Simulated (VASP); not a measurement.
A run of VASP 6.6.1:

Contents of INCAR:

```
ALGO = Normal ; EDIFF = 1E-6
ENCUT = 520 ; ISIF = 2
ISMEAR = -1 ; LASPH = T
LCHARG = F ; LREAL = F
LWAVE = F ; NBANDS = 9
NELM = 100 ; PREC = Accurate
SIGMA = 0.03
```

File KPOINTS:

```
k-points
0
Gamma
  11 11 11
```

File POSCAR:

```
LiH
1.0
    0.0406500000      2.0528250000      2.0528250000
    2.0528250000      0.0406500000      2.0528250000
    2.0528250000      2.0528250000      0.0406500000
Li H
1 1
Direct
    0.0000000000      0.0000000000      0.0000000000
    0.5000000000      0.5000000000      0.5000000000
```

Potentials or basis: VASP PAW LDA potentials, release 64 (Li_sv, H).

Launch:

```console
$ cat potpaw_LDA.64/Li_sv/POTCAR potpaw_LDA.64/H/POTCAR > POTCAR
$ mpirun -np 1 vasp_std > vasp.out
```

Hardware: 1 thread of Intel(R) Xeon(R) 6975P-C (Granite Rapids), on a shared host.

Q: Estimate the wall time of this run.

A: Wall time 5.9 s on 1 thread of Intel(R) Xeon(R) 6975P-C (Granite Rapids), with other jobs on the host, peak memory 0.13 GiB. Counts: scf iterations 10, k points 146.
